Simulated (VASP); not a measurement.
InP: vibrations by perturbation theory with PBEsol

InP:

```
In P
1.0
     0.00000    2.67546    2.67546
     2.67546    0.00000    2.67546
     2.67546    2.67546    0.00000
In P
1 1
Cartesian
  0.0000 0.0000 0.0000
  2.6755 2.6755 2.6755
```

```
Program                : VASP 6.6.1
Task                   : vibrations by perturbation theory
Functional             : PBEsol
Potentials or basis    : VASP PAW PBE potentials, release 64 (In_d, P)
Cutoff                 : 520 eV
k mesh                 : 14 × 14 × 14
Occupations            : fermi-dirac, width 0.15 eV
Spin                   : no spin polarisation
Dipole correction      : no
Further INCAR settings : ALGO = Normal; EDIFF = 1e-08; NBANDS = 16; IBRION = 8; NSW = 1
```

- Highest phonon frequency at Γ, LO-TO splitting left out: 206 cm⁻¹

Phonon frequencies in cm⁻¹ (negative: imaginary):
```tsv
q point	frequencies
(0.000, 0.000, 0.000)	0 0 0 206 206 206
```

It took 7.4 min on 1 thread of AMD EPYC 7R43 64-Core Processor (Zen 3), on a shared host, peak memory 0.38 GiB.

Caveat: the cell stands under pressure or tension, which shifts response properties.
